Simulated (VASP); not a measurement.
Runs of VASP 6.6.1 on V. The structure is that of space group Fmmm (No. 69), or close to it. The cells are those of the table. 

```tsv
task	spin	cell	k mesh	cutoff (eV)	gap on the mesh (eV)	pressure (GPa)	largest force (eV/Å)
single point	off	a = 4.968, b = 4.687, c = 2.609 Å, angles 80.4, 68.5, 31.2°, 2 atoms	24 × 24 × 24	520	none	0.3	-
single point	off	a = 4.968, b = 4.687, c = 2.610 Å, angles 80.4, 68.4, 31.2°, 2 atoms	24 × 24 × 24	520	none	0.3	0.01
single point	off	a = 4.993, b = 2.585, c = 4.729 Å, angles 80.3, 30.7, 69.0°, 2 atoms	8 × 8 × 8	520	none	0.3	0.02
single point	collinear, ferromagnetic start	a = 4.740, b = 4.262, c = 2.935 Å, angles 80.1, 62.3, 37.6°, 2 atoms	8 × 8 × 8	520	none	130.9	(a)
relaxation of cell and atoms	off	relaxed from a = 4.740, b = 4.262, c = 2.935 Å, angles 80.1, 62.3, 37.6°, 2 atoms	8 × 8 × 8	600	none	0.1	0.02
```

Alike in all rows: level PBE; potentials or basis VASP PAW PBE potentials, release 64 (V_sv); smearing gaussian 0.1 eV.

Estimate the missing entries.

(a) 0.06.

A gap of «none» marks levels without a gap at the run's occupations.
